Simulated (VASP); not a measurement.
Write the native input for VASP 6.6.1 that does the following.

```
Task                   : single point
Functional             : PBE
Potentials or basis    : VASP PAW PBE potentials, release 64 (Na_pv, Be)
Cutoff                 : 520 eV
k mesh                 : 4 × 4 × 4
Occupations            : gaussian, width 0.1 eV
Spin                   : no spin polarisation
Dipole correction      : no
Further INCAR settings : ALGO = Fast; EDIFF = 1e-06; NBANDS = 23
```

The structure of NaBe3 lies in POSCAR:

```
NaBe3
1.0
    3.9797901077      0.0000000000      0.0000000000
    0.0000000000      4.9504480530      0.0000000000
    0.0000000000      0.0000000000      4.1879865211
Na Be
2 6
Direct
    0.0000000000      0.0000000000      0.6700000000
    0.5000000000      0.5000000000      0.3300000000
    0.0000000000      0.2500000000      0.1670000000
    0.0000000000      0.7500000000      0.1670000000
    0.5000000000      0.7500000000      0.8330000000
    0.5000000000      0.2500000000      0.8330000000
    0.5000000000      0.0000000000      0.3300000000
    0.0000000000      0.5000000000      0.6700000000
```

One way to write it, as run:

INCAR

```
SYSTEM = NaBe3
PREC = Accurate
ENCUT = 520
EDIFF = 1E-6
ISMEAR = 0
SIGMA = 0.1
LREAL = .FALSE.
LASPH = .TRUE.
NELM = 80
ALGO = Fast
ISIF = 2
LWAVE = .FALSE.
LCHARG = .FALSE.
GGA = PE
NBANDS = 23
```

KPOINTS

```
Automatic mesh
0
G
  4 4 4
  0 0 0
```

Potentials or basis: VASP PAW PBE potentials, release 64 (Na_pv, Be).

Run with:

```bash
$ cat potpaw_PBE.64/Na_pv/POTCAR potpaw_PBE.64/Be/POTCAR > POTCAR
$ mpirun -np 1 vasp_std > vasp.out
```

Results of the run:

```yaml
Pressure: 14.3 GPa
Largest_force: 1.281 eV/Å
Band_gap_on_the_k_mesh: zero (bands 13 and 14 overlap by 4.20 eV)
```

Caveat: the k points lie up to 0.39 Å⁻¹ apart, too coarse for converged energies and pressures of a metal; forces of over 1 eV/Å act on the atoms, so gaps and moduli don't describe the material at rest.

It took 58 s on 1 thread of Intel(R) Xeon(R) Platinum 8375C CPU @ 2.90GHz (Ice Lake), with other jobs on the host, peak memory 0.19 GiB.
